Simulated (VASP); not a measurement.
# Li7S (Fm-3m) in VASP: a series of runs

The runs below take Li7S through single point, relaxation of cell and atoms, with PBE.

Program: VASP 6.6.1. These are calculated values, not measurements. Logs are shortened: lines on timing, memory, paths and dates and some standing lists are left out, and cuts for length are marked.

## (1) The cell of the first run

It takes space group Fm-3m (No. 225, cubic). The conventional cell has a = 8.195 Å, b = 8.195 Å, c = 8.195 Å, α = 90.00°, β = 90.00°, γ = 90.00°. Li (site symmetry m-3m) has 12 Li at 2.90 Å within 3.8 Å. Li (site symmetry mmm) has 10 Li at 2.90 Å and 2 S at 2.90 Å within 3.8 Å. S (site symmetry m-3m) has 12 Li at 2.90 Å within 3.8 Å.

The cell was built from a structure type or drawn by symmetry, and may not be a known phase.

## (2) Single point, PBE

INCAR reads:

```
SYSTEM = Li7S
PREC = Accurate
ENCUT = 520
EDIFF = 1E-6
ISMEAR = 0
SIGMA = 0.1
LREAL = .False.
LASPH = .True.
NELM = 100
ALGO = Normal
ISIF = 2
LWAVE = .False.
LCHARG = .True.
GGA = PE
LELF = .True.
LVHAR = .True.
NBANDS = 24
```

KPOINTS reads:

```
Automatic mesh
0
Gamma
  8 8 8
  0 0 0
```

POSCAR reads:

```
Li7S
1.0
    0.0000000000      4.0975124078      4.0975124078
    4.0975124078      0.0000000000      4.0975124078
    4.0975124078      4.0975124078      0.0000000000
Li S
7 1
Direct
    0.5000000000      0.5000000000      0.5000000000
    0.0000000000      0.0000000000      0.5000000000
    0.5000000000      0.0000000000      0.5000000000
    0.0000000000      0.5000000000      0.5000000000
    0.5000000000      0.5000000000      0.0000000000
    0.0000000000      0.5000000000      0.0000000000
    0.5000000000      0.0000000000      0.0000000000
    0.0000000000      0.0000000000      0.0000000000
```

Potentials or basis: VASP PAW PBE potentials, release 64 (Li_sv, S).

On the command line:

```
> cat potpaw_PBE.64/Li_sv/POTCAR potpaw_PBE.64/S/POTCAR > POTCAR
> mpirun -np 1 vasp_std > vasp.out
```

OUTCAR:

```text
SYSTEM = Li7S
   PREC = Accurate
   ENCUT = 520
   EDIFF = 1E-6
   ISMEAR = 0
   LREAL = .False.
   LASPH = .True.
   NELM = 100
   ISIF = 2
   GGA = PE

 ion  position               nearest neighbor table
   1  0.500  0.500  0.500-
   2  0.000  0.000  0.500-
   3  0.500  0.000  0.500-
   4  0.000  0.500  0.500-
   5  0.500  0.500  0.000-
   6  0.000  0.500  0.000-
   7  0.500  0.000  0.000-
   8  0.000  0.000  0.000-

  LATTYP: Found a face centered cubic cell.
 ALAT       =     8.1950248156

  Lattice vectors:

 A1 = (   0.0000000000,   4.0975124078,   4.0975124078)
 A2 = (   4.0975124078,   0.0000000000,   4.0975124078)
 A3 = (   4.0975124078,   4.0975124078,   0.0000000000)

Analysis of symmetry for initial positions (statically):
=====================================================================
 Subroutine PRICEL returns:
 Original cell was already a primitive cell.

 Routine SETGRP: Setting up the symmetry group for a
 face centered cubic supercell.

 Subroutine GETGRP returns: Found 48 space group operations
 (whereof 48 operations were pure point group operations)
 out of a pool of 48 trial point group operations.

The static configuration has the point symmetry O_h .

Analysis of symmetry for dynamics (positions and initial velocities):
=====================================================================
 Subroutine PRICEL returns:
 Original cell was already a primitive cell.

 Routine SETGRP: Setting up the symmetry group for a
 face centered cubic supercell.

 Subroutine GETGRP returns: Found 48 space group operations
 (whereof 48 operations were pure point group operations)
 out of a pool of 48 trial point group operations.

The dynamic configuration has the point symmetry O_h .

 Subroutine INISYM returns: Found 48 space group operations
 (whereof 48 operations are pure point group operations),
 and found     1 'primitive' translations

----------------------------------------------------------------------------------------

                                     Primitive cell

  volume of cell :     137.5913

  direct lattice vectors                    reciprocal lattice vectors
     0.000000000  4.097512408  4.097512408    -0.122025256  0.122025256  0.122025256
     4.097512408  0.000000000  4.097512408     0.122025256 -0.122025256  0.122025256
     4.097512408  4.097512408  0.000000000     0.122025256  0.122025256 -0.122025256

  length of vectors
     5.794757619  5.794757619  5.794757619     0.211353943  0.211353943  0.211353943

  position of ions in fractional coordinates (direct lattice)
     0.500000000  0.500000000  0.500000000
     0.000000000  0.000000000  0.500000000
     0.500000000  0.000000000  0.500000000
     0.000000000  0.500000000  0.500000000
     0.500000000  0.500000000  0.000000000
     0.000000000  0.500000000  0.000000000
     0.500000000  0.000000000  0.000000000
     0.000000000  0.000000000  0.000000000

  ion indices of the primitive-cell ions
   primitive index   ion index
                 1           1
                 2           2
                 3           3
                 4           4
                 5           5
                 6           6
                 7           7
                 8           8

----------------------------------------------------------------------------------------

 KPOINTS: Automatic mesh

Automatic generation of k-mesh.
 Grid dimensions read from file:
 generate k-points for:    8    8    8

 Generating k-lattice:

  Cartesian coordinates                     Fractional coordinates (reciprocal lattice)
    -0.015253157  0.015253157  0.015253157     0.125000000  0.000000000  0.000000000
     0.015253157 -0.015253157  0.015253157     0.000000000  0.125000000  0.000000000
     0.015253157  0.015253157 -0.015253157     0.000000000  0.000000000  0.125000000

  Length of vectors
     0.026419243  0.026419243  0.026419243

  Shift w.r.t. Gamma in fractional coordinates (k-lattice)
     0.000000000  0.000000000  0.000000000

 Subroutine IBZKPT returns following result:
 ===========================================

 Found     29 irreducible k-points:

 Following reciprocal coordinates:
            Coordinates               Weight
  0.000000  0.000000  0.000000      1.000000
  0.125000  0.000000  0.000000      8.000000
  0.250000  0.000000  0.000000      8.000000
  0.375000  0.000000  0.000000      8.000000
  0.500000  0.000000  0.000000      4.000000
  0.125000  0.125000  0.000000      6.000000
[... 16 lines left out ...]
  0.500000  0.250000  0.125000     48.000000
 -0.375000  0.250000  0.125000     24.000000
 [... further k-points ...]
   k-points           NKPTS =     29   k-points in BZ     NKDIM =     29   number of bands    NBANDS=     24
   number of dos      NEDOS =    301   number of ions     NIONS =      8
   total plane-waves  NPLWV = 110592
   dimension x,y,z NGX =    48 NGY =   48 NGZ =   48
   dimension x,y,z NGXF=    96 NGYF=   96 NGZF=   96
   ions per type =               7   1
   NGX,Y,Z   is equivalent  to a cutoff of  13.77, 13.77, 13.77 a.u.
   NGXF,Y,Z  is equivalent  to a cutoff of  27.54, 27.54, 27.54 a.u.
 SYSTEM =  Li7S
   PREC   = accura    normal or accurate (medium, high low for compatibility)
   ISTART =      0    job   : 0-new  1-cont  2-samecut
   ICHARG =      2    charge: 1-file 2-atom 10-const
   ISPIN  =      1    spin polarized calculation?
   LNONCOLLINEAR =      F non collinear calculations
   LSORBIT =      F    spin-orbit coupling
   LASPH  =      T    aspherical Exc in radial PAW
   ENCUT  =  520.0 eV  38.22 Ry    6.18 a.u.  10.77 10.77 10.77*2*pi/ulx,y,z
   NELM   =    100;   NELMIN=  2; NELMDL= -5     # of ELM steps
   EDIFF  = 0.1E-05   stopping-criterion for ELM
   LREAL  =      F    real-space projection
   EDIFFG = 0.1E-04   stopping-criterion for IOM
   NSW    =      0    number of steps for IOM
   IBRION =     -1    ionic relax: 0-MD 1-quasi-New 2-CG
   NFREE  =      0    steps in history (QN), initial steepest desc. (CG)
   ISIF   =      2    stress and relaxation
   ISYM   =      2    0-nonsym 1-usesym 2-fastsym
   POTIM  = 0.5000    time-step for ionic-motion
   TEBEG  =    0.0;   TEEND  =   0.0 temperature during run
   PSTRESS=    0.0 pullay stress
   NELECT =      27.0000    total number of electrons
   NUPDOWN=      -1.0000    fix difference up-down
   EMIN   =  10.00;   EMAX   =-10.00  energy-range for DOS
   EFERMI =   0.00;   METHOD = LEGACY
   ISMEAR =     0;   SIGMA  =   0.10  broadening in eV -4-tet -1-fermi 0-gaus
   EFERMI_NEDOS =   21; number of points for ismear=-14 and -15
   IALGO  =     38    algorithm
   IMIX   =      4    mixing-type and parameters
     AMIX     =   0.40;   BMIX     =  1.00
     AMIX_MAG =   1.60;   BMIX_MAG =  1.00
  volume/ion in A,a.u.               =      17.20       116.06
  Fermi-wavevector in a.u.,A,eV,Ry     =   0.951333  1.797758 12.313737  0.905034
  Thomas-Fermi vector in A             =   2.079793
   LORBIT       =      0    0 simple, 1 ext, 2 COOP (PROOUT), +10 PAW based schemes
   GGA     = PE    functional components
   LHFCALC =     F    Hartree Fock is set to
   AEXX    =    0.0000 exact exchange contribution
   IVDW    =     0    specifies the selected vdW correction
   LEPSILON=     F    determine dielectric tensor
   LRPA    =     F    only Hartree local field effects (RPA)
 non-spin polarized calculation
 Gauss-broadening in eV      SIGMA  =   0.10
  energy-cutoff  :      520.00
  volume of cell :      137.59
 maximum number of plane-waves:      3727
 NGX is ok and might be reduce to    48
   NGX = 21   NGY = 21   NGZ = 21

 number of electron      27.0000022 magnetization

 Free energy of the ion-electron system (eV)
  ---------------------------------------------------
  ext. energy  EPLUGINS =         0.00000000
  ---------------------------------------------------
  free energy    TOTEN  =       -19.27712207 eV

  energy without entropy =      -19.25447300  energy(sigma->0) =      -19.26579754

 E-fermi :   1.8188     XC(G=0):  -7.8116

 val. band max:        1.8165863863   @ k =  -0.3750   0.3750   0.1250
 cond. band min:       1.8400743567   @ k =  -0.3750   0.2500   0.0000
 fundamental gap:      0.0234879704
 Fermi energy:         1.8188011156

 k-point     1 :       0.0000    0.0000    0.0000
  band No.  band energies     occupation
      1     -44.7294      2.00000
      2     -44.5875      2.00000
      3     -44.5662      2.00000
      4     -44.5662      2.00000
      5     -44.5662      2.00000
      6     -44.5556      2.00000
[... 16 lines left out ...]
     23       7.5320      0.00000
     24       7.5320      0.00000

 k-point     2 :       0.1250    0.0000    0.0000
  band No.  band energies     occupation
      1     -44.7293      2.00000
      2     -44.5868      2.00000
      3     -44.5671      2.00000
      4     -44.5658      2.00000
      5     -44.5658      2.00000
      6     -44.5559      2.00000
[... 16 lines left out ...]
     23       7.1703      0.00000
     24       7.4926      0.00000

 k-point     3 :       0.2500    0.0000    0.0000
  band No.  band energies     occupation
      1     -44.7290      2.00000
      2     -44.5846      2.00000
      3     -44.5695      2.00000
      4     -44.5646      2.00000
      5     -44.5646      2.00000
      6     -44.5571      2.00000
[... 16 lines left out ...]
     23       7.2904      0.00000
     24       7.2904      0.00000
[... 514 lines left out ...]
 k-point    23 :       0.5000    0.2500    0.1250
  band No.  band energies     occupation
      1     -44.7286      2.00000
      2     -44.5797      2.00000
      3     -44.5722      2.00000
      4     -44.5656      2.00000
      5     -44.5619      2.00000
      6     -44.5612      2.00000
[... 16 lines left out ...]
     23       8.0713      0.00000
     24       8.3341      0.00000

 k-point    24 :      -0.3750    0.2500    0.1250
  band No.  band energies     occupation
      1     -44.7286      2.00000
      2     -44.5762      2.00000
      3     -44.5758      2.00000
      4     -44.5640      2.00000
      5     -44.5639      2.00000
      6     -44.5591      2.00000
[... 16 lines left out ...]
     23       7.8577      0.00000
     24       9.0062      0.00000

 [... further k-points ...]

------------------------ aborting loop because EDIFF is reached ----------------------------------------

  FORCE on cell =-STRESS in cart. coord.  units (eV):
  Direction    XX          YY          ZZ          XY          YZ          ZX
  --------------------------------------------------------------------------------------
  -------------------------------------------------------------------------------------
  Total       -0.0672850     -0.0672850     -0.0672850     -0.0000000     -0.0000000      0.0000000
  in kB       -0.7834977     -0.7834977     -0.7834977     -0.0000000     -0.0000000      0.0000000
  external PRESSURE =      -0.7834977 kB  Pullay stress =       0.0000000 kB

 VOLUME and BASIS-vectors are now :
 -----------------------------------------------------------------------------
  energy-cutoff  :      520.00
  volume of cell :      137.59
      direct lattice vectors                 reciprocal lattice vectors
     0.000000000  4.097512408  4.097512408    -0.122025256  0.122025256  0.122025256
     4.097512408  0.000000000  4.097512408     0.122025256 -0.122025256  0.122025256
     4.097512408  4.097512408  0.000000000     0.122025256  0.122025256 -0.122025256

 POSITION                                       TOTAL-FORCE (eV/Angst)
 -----------------------------------------------------------------------------------
      4.09751      4.09751      4.09751         0.000000      0.000000      0.000000
      2.04876      2.04876      0.00000         0.000000      0.000000     -0.000000
      2.04876      4.09751      2.04876        -0.000000     -0.000000     -0.000000
      4.09751      2.04876      2.04876        -0.000000     -0.000000     -0.000000
      2.04876      2.04876      4.09751        -0.000000      0.000000      0.000000
      2.04876      0.00000      2.04876         0.000000      0.000000      0.000000
      0.00000      2.04876      2.04876         0.000000     -0.000000      0.000000
      0.00000      0.00000      0.00000         0.000000      0.000000      0.000000
 -----------------------------------------------------------------------------------
    total drift:                                0.000000      0.000000      0.000000

  FREE ENERGIE OF THE ION-ELECTRON SYSTEM (eV)
  ---------------------------------------------------
  free  energy   TOTEN  =       -19.2771220749 eV

  energy  without entropy=      -19.2544730049  energy(sigma->0) =      -19.26579754
```

Wall time 45 s (1 thread of Intel Xeon 6975P-C (Granite Rapids), shared host); peak memory 0.34 GiB.

Results:

| Item | Value |
| --- | --- |
| Free energy | -19.2771 eV |
| Band gap on the k mesh | zero (an odd number of electrons rules out a gap without spin polarisation) |

Levels at points of the mesh, in eV from the Fermi level:
```tsv
k point	band 11	band 12	band 13	band 14	band 15	band 16
(0.00, 0.00, 0.00)	-3.24	-2.55	-0.02	0.81	0.81	0.81
(0.50, 0.00, 0.00)	-3.15	-1.33	-0.25	0.38	0.38	0.70
(0.50, 0.50, 0.00)	-3.29	-1.68	-0.58	0.40	1.41	1.41
```

Caveat: the cutoff is under 1.25 times the usual one of these potentials, so pressure, stress and relaxed cells hold a basis-set (Pulay) error.

(Continued in part 2 of 2.)
